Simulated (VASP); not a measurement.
A run of VASP 6.6.1 is set up as follows.

File INCAR:

```
  ALGO = Fast
  EDIFF = 1E-7
  ENCUT = 520
  GGA = PE
  ISIF = 2
  ISMEAR = 0
  LASPH = True
  LCHARG = False
  LREAL = False
  LWAVE = False
  NBANDS = 43
  NELM = 80
  PREC = Accurate
  SIGMA = 0.1
```

The input KPOINTS:

```
k-points
0
Gamma
  6 6 6
```

POSCAR

```
Cr2Ni
1.0
    0.0000000000      3.2781894464      3.2781894464
    3.2781894464      0.0000000000      3.2781894464
    3.2781894464      3.2781894464      0.0000000000
Cr Ni
4 2
Direct
    0.6250000000      0.6250000000      0.6250000000
    0.1250000000      0.6250000000      0.6250000000
    0.6250000000      0.6250000000      0.1250000000
    0.6250000000      0.1250000000      0.6250000000
    0.0000000000      0.0000000000      0.0000000000
    0.2500000000      0.2500000000      0.2500000000
```

Potentials or basis: VASP PAW PBE potentials, release 64 (Cr_pv, Ni).

Run with:

```sh
$ cat potpaw_PBE.64/Cr_pv/POTCAR potpaw_PBE.64/Ni/POTCAR > POTCAR
$ mpirun -np 1 vasp_std > vasp.out
```

(1) Predict the pressure.

(2) Predict the band gap on the k mesh.

Answers

(1) 0.4 GPa.

(2) zero (band 34 reaches 11.23 eV, above the bottom of band 35 at 9.71 eV).

Caveat: the run has no spin polarisation, though such a crystal can be magnetic.
